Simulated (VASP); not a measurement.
# BN (P1) in VASP: single point with PBE+D3(BJ)

Aim: the single point of BN with PBE+D3(BJ).

Everything below comes from runs of VASP 6.6.1. Logs are shortened: lines on timing, memory, paths and dates and some standing lists are left out, and cuts for length are marked.

## 1. The cell of the first run

The typed cell holds 8 atoms: a = 3.567 Å, b = 2.508 Å, c = 8.955 Å, α = 80.60°, β = 76.59°, γ = 69.42°.

## 2. Single point, PBE+D3(BJ)

INCAR reads:

```
SYSTEM = BN
  PREC = Accurate
  ENCUT = 600
  EDIFF = 1E-6
  ISMEAR = -5
  SIGMA = 0.05
  LREAL = .False.
  LASPH = .True.
  NELM = 120
  ALGO = Normal
  ISIF = 2
  LWAVE = .False.
  LCHARG = .False.
  GGA = PE
  IVDW = 12
  NBANDS = 26
  GGA_COMPAT = .False.
```

KPOINTS reads:

```
regular mesh
0
Gamma
  10 14 4
  0 0 0
```

POSCAR reads:

```
BN
1.0
    1.2538424667     -3.3394821656      0.0000000000
    2.5076849335      0.0000000000      0.0000000000
    1.4628162112     -1.6697410828      8.6753276438
B N
4 4
Direct
   -0.4166767184     -0.2777844790      0.8333534369
   -0.0416767184      0.4722155210      0.0833534369
   -0.1666767184     -0.1111178123      0.3333534369
   -0.2916767184      0.3055488544      0.5833534369
   -0.0832982790     -0.0555321860      0.1665965581
   -0.2082982790      0.3611344806      0.4165965581
   -0.3332982790     -0.2221988527      0.6665965581
   -0.4582982790      0.1944678140      0.9165965581
```

Potentials or basis: VASP PAW PBE potentials, release 64 (B, N).

The run is started by

```bash
$ cat potpaw_PBE.64/B/POTCAR potpaw_PBE.64/N/POTCAR > POTCAR
$ mpirun -np 1 vasp_std > vasp.out
```

OUTCAR:

```text
SYSTEM = BN
   PREC = Accurate
   ENCUT = 600
   EDIFF = 1E-6
   ISMEAR = -5
   LREAL = .False.
   LASPH = .True.
   NELM = 120
   ISIF = 2
   GGA = PE
   IVDW = 12
 IVDW          = 12

 ion  position               nearest neighbor table
   1  0.583  0.722  0.833-   7 1.45   8 1.45   8 1.45
   2  0.958  0.472  0.083-   5 1.45   5 1.45
   3  0.833  0.889  0.333-   5 1.45   6 1.45   6 1.45
   4  0.708  0.306  0.583-   6 1.45   7 1.45   7 1.45
   5  0.917  0.944  0.167-   3 1.45   2 1.45   2 1.45
   6  0.792  0.361  0.417-   4 1.45   3 1.45   3 1.45
   7  0.667  0.778  0.667-   1 1.45   4 1.45   4 1.45
   8  0.542  0.194  0.917-   1 1.45   1 1.45

  Warning from LATTYP: Got some problem with cell dimensions!
  Tried to take original basis but could not verify dimensions!
  LATTYP: Found a triclinic cell.
 ALAT       =     3.5671083619
 B/A-ratio  =     1.0000000000
 C/A-ratio  =     2.7153014000
 COS(alpha) =     0.0172991040
 COS(beta)  =     0.3054816325
 COS(gamma) =     0.7528939716

  Lattice vectors:

 A1 = (  -1.2538424667,   3.3394821656,   0.0000000000)
 A2 = (   1.2538424668,   3.3394821656,   0.0000000000)
 A3 = (  -3.9705011447,   1.6697410828,  -8.6753276438)

Analysis of symmetry for initial positions (statically):
=====================================================================
 Subroutine PRICEL returns:
 Original cell was already a primitive cell.

 Routine SETGRP: Setting up the symmetry group for a
 triclinic supercell.

 Subroutine GETGRP returns: Found  1 space group operations
 (whereof  1 operations were pure point group operations)
 out of a pool of  2 trial point group operations.

The static configuration has the point symmetry C_1 .

Analysis of symmetry for dynamics (positions and initial velocities):
=====================================================================
 Subroutine PRICEL returns:
 Original cell was already a primitive cell.

 Routine SETGRP: Setting up the symmetry group for a
 triclinic supercell.

 Subroutine GETGRP returns: Found  1 space group operations
 (whereof  1 operations were pure point group operations)
 out of a pool of  2 trial point group operations.

The dynamic configuration has the point symmetry C_1 .

 Subroutine INISYM returns: Found  1 space group operations
 (whereof  1 operations are pure point group operations),
 and found     1 'primitive' translations
[... 111 lines left out ...]
   EDIFFG = 0.1E-04   stopping-criterion for IOM
   NSW    =      0    number of steps for IOM
   IBRION =     -1    ionic relax: 0-MD 1-quasi-New 2-CG
   NFREE  =      0    steps in history (QN), initial steepest desc. (CG)
   ISIF   =      2    stress and relaxation
   ISYM   =      2    0-nonsym 1-usesym 2-fastsym
   POTIM  = 0.5000    time-step for ionic-motion
   TEBEG  =    0.0;   TEEND  =   0.0 temperature during run
   PSTRESS=    0.0 pullay stress
   NELECT =      32.0000    total number of electrons
   NUPDOWN=      -1.0000    fix difference up-down
   EMIN   =  10.00;   EMAX   =-10.00  energy-range for DOS
   EFERMI =   0.00;   METHOD = LEGACY
   ISMEAR =    -5;   SIGMA  =   0.05  broadening in eV -4-tet -1-fermi 0-gaus
   EFERMI_NEDOS =   21; number of points for ismear=-14 and -15
   IALGO  =     38    algorithm
   IMIX   =      4    mixing-type and parameters
     AMIX     =   0.40;   BMIX     =  1.00
     AMIX_MAG =   1.60;   BMIX_MAG =  1.00
  volume/ion in A,a.u.               =       9.08        61.28
  Fermi-wavevector in a.u.,A,eV,Ry     =   1.245601  2.353844 21.109725  1.551521
  Thomas-Fermi vector in A             =   2.379816
   LORBIT       =      0    0 simple, 1 ext, 2 COOP (PROOUT), +10 PAW based schemes
   GGA     = PE    functional components
   LHFCALC =     F    Hartree Fock is set to
   AEXX    =    0.0000 exact exchange contribution
   IVDW    =    12    specifies the selected vdW correction
   LEPSILON=     F    determine dielectric tensor
   LRPA    =     F    only Hartree local field effects (RPA)
 non-spin polarized calculation
 Fermi weights with tetrahedron method with Bloechl corrections
  energy-cutoff  :      600.00
  volume of cell :       72.65
 maximum number of plane-waves:      2451
   NGX = 15   NGY =  9   NGZ = 35

 number of electron      31.9999995 magnetization

 Free energy of the ion-electron system (eV)
  ---------------------------------------------------
  ext. energy  EPLUGINS =         0.00000000
  ---------------------------------------------------
  free energy    TOTEN  =       -66.92897852 eV

  energy without entropy =      -66.92897852  energy(sigma->0) =      -66.92897852

 E-fermi :   2.7583     XC(G=0): -10.1933

 val. band max:        2.7274330470   @ k =  -0.2000  -0.2857   0.2500
 cond. band min:       4.7320932296   @ k =   0.5000   0.5000   0.5000
 fundamental gap:      2.0046601826
 Fermi energy:         2.7582853306

 k-point     1 :       0.0000    0.0000    0.0000
  band No.  band energies     occupation
      1     -15.5189      2.00000
      2     -14.4857      2.00000
      3     -13.7240      2.00000
      4     -11.8616      2.00000
      5      -6.4495      2.00000
      6      -3.3400      2.00000
[... 685 lines left out ...]
     25      14.4788      0.00000
     26      14.7323      0.00000

 [... further k-points ...]

------------------------ aborting loop because EDIFF is reached ----------------------------------------

 Edisp (eV)   -1.19164

 E8    (eV) :    -0.3506

  FORCE on cell =-STRESS in cart. coord.  units (eV):
  Direction    XX          YY          ZZ          XY          YZ          ZX
  --------------------------------------------------------------------------------------
  -------------------------------------------------------------------------------------
  Total      -1.39016    -4.31079    -1.00480    -2.14541    -2.03671     0.38325
  in kB     -30.65751   -95.06692   -22.15917   -47.31332   -44.91602     8.45194
  external pressure =      -49.29 kB  Pullay stress =        0.00 kB

 VOLUME and BASIS-vectors are now :
 -----------------------------------------------------------------------------
  energy-cutoff  :      600.00
  volume of cell :       72.65
      direct lattice vectors                 reciprocal lattice vectors
     1.253842467 -3.339482166  0.000000000     0.000000000 -0.299447624 -0.057634711
     2.507684934  0.000000000  0.000000000     0.398774179  0.149723812 -0.038423141
     1.462816211 -1.669741083  8.675327644     0.000000000  0.000000000  0.115269422

 POSITION                                       TOTAL-FORCE (eV/Angst)
 -----------------------------------------------------------------------------------
      3.76153     -3.33948      7.22961         0.038617      0.171965      0.446201
      2.50768     -3.33948      0.72312         0.105767     -1.727714      0.185765
      3.76153     -3.33948      2.89195         0.010675      0.041677      0.607364
      2.50768     -3.33948      5.06078         0.002366     -0.026200      0.387233
      3.76153     -3.33948      1.44528         0.074490      0.082502     -1.444700
      2.50768     -3.33948      3.61411         0.002720      0.006404     -0.506803
      3.76153     -3.33948      5.78294        -0.016180     -0.121336     -0.663710
      2.50768     -3.33948      7.95178        -0.218455      1.572703      0.988650
 -----------------------------------------------------------------------------------
    total drift:                                0.000097      0.000457     -0.000075

  FREE ENERGIE OF THE ION-ELECTRON SYSTEM (eV)
  ---------------------------------------------------
  free  energy   TOTEN  =       -68.1206135879 eV

  energy  without entropy=      -68.1206135879  energy(sigma->0) =      -68.12061359
```

OSZICAR:

```text
N       E                     dE             d eps       ncg     rms          rms(c)
DAV:   1     0.142473824702E+03    0.14247E+03   -0.17417E+04 14768   0.128E+03
DAV:   2    -0.633672306663E+02   -0.20584E+03   -0.19093E+03 19228   0.295E+02
DAV:   3    -0.740897905512E+02   -0.10723E+02   -0.10631E+02 19844   0.673E+01
DAV:   4    -0.742114795531E+02   -0.12169E+00   -0.12158E+00 18856   0.748E+00
DAV:   5    -0.742132944721E+02   -0.18149E-02   -0.18143E-02 20008   0.898E-01    0.160E+01
DAV:   6    -0.675036544205E+02    0.67096E+01   -0.15511E+01 18554   0.242E+01    0.694E+00
DAV:   7    -0.670834180071E+02    0.42024E+00   -0.10635E+00 19840   0.706E+00    0.448E+00
DAV:   8    -0.669248353186E+02    0.15858E+00   -0.38051E-01 19272   0.359E+00    0.849E-01
DAV:   9    -0.669280675831E+02   -0.32323E-02   -0.20000E-02 19324   0.939E-01    0.280E-01
DAV:  10    -0.669285732763E+02   -0.50569E-03   -0.39927E-03 18776   0.429E-01    0.113E-01
DAV:  11    -0.669289099198E+02   -0.33664E-03   -0.68763E-04 18006   0.200E-01    0.382E-02
DAV:  12    -0.669289574294E+02   -0.47510E-04   -0.75267E-05 19206   0.802E-02    0.212E-02
DAV:  13    -0.669289755158E+02   -0.18086E-04   -0.26127E-05 17382   0.332E-02    0.652E-03
DAV:  14    -0.669289780468E+02   -0.25310E-05   -0.23820E-06 17254   0.155E-02    0.295E-03
DAV:  15    -0.669289785163E+02   -0.46948E-06   -0.11678E-06 11992   0.743E-03
   1 F= -.68120614E+02 E0= -.68120614E+02  d E =0.000000E+00
```

stdout:

```text
POSCAR found type information on POSCAR B N
 POSCAR found :  2 types and       8 ions
 scaLAPACK will be used
 LDA part: xc-table for (Slater+PW92), standard interpolation
 POSCAR, INCAR and KPOINTS ok, starting setup
 FFT: planning ... GRIDC
 FFT: planning ... GRID_SOFT
 FFT: planning ... GRID
 WAVECAR not read
 entering main loop
```

Run time: 7.4 min. Hardware: 1 thread of Intel Xeon Platinum 8488C (Sapphire Rapids), shared host; peak memory 0.57 GiB.

Results:

* Free energy: -68.1206 eV
* Pressure: -4.9 GPa
* Largest force: 1.870 eV/Å
* Band gap on the k mesh: 2.00 eV (least direct gap 2.29 eV)
* Dispersion energy per atom: -0.149 eV

Forces on the atoms (eV/Å):
```
B    0.039  0.172  0.446
B    0.106 -1.728  0.186
B    0.011  0.042  0.607
B    0.002 -0.026  0.387
N    0.074  0.083 -1.445
N    0.003  0.006 -0.507
N   -0.016 -0.121 -0.664
N   -0.218  1.573  0.989
```

Caveat: the cell stands under tension; forces of over 1 eV/Å act on the atoms, so gaps and moduli don't describe the material at rest. A k mesh can miss the band edges.
